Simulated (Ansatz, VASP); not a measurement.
Two plane-wave programs on WC

```
CELL_PARAMETERS angstrom
2.91210 0.00000 0.00000
-1.45605 2.52195 0.00000
0.00000 0.00000 2.96382
ATOMIC_POSITIONS crystal
W 0.00000 0.00000 0.00000
C 0.66667 0.33333 0.50000
```

Change from the starting cell: strain along c alone, the other axes held, atoms relaxed: +4.5 %.

Alike in both runs: task single point; functional r2SCAN; k mesh 24 × 24 × 18; occupations gaussian, width 0.1 eV; no spin polarisation.

|  | VASP | Ansatz |
| --- | --- | --- |
| version | VASP 6.6.1 | Ansatz 0.2.0 |
| potentials or method | VASP PAW PBE potentials, release 64 (W_sv, C), cutoff 520 eV | scalar-relativistic, plane waves, PAW |
| valence electrons in the cell | 18 | 18 |

|  | VASP | Ansatz | Ansatz less VASP |
| --- | --- | --- | --- |
| gap on the k mesh at the Fermi level (eV) | none | none | - |
| pressure (GPa) | -15.8 | -17.4 | -1.53 |
| traceless stress, the component that is largest in VASP (GPa) | -21.64 | -21.73 | -0.092 |

VASP's potentials were made for PBE, not for r2SCAN. A gap of «none» marks a metal or a gap that the smearing closes. The functional is the same, so the differences come from potentials, cutoffs and numerics.

Spin-orbit coupling is off throughout.
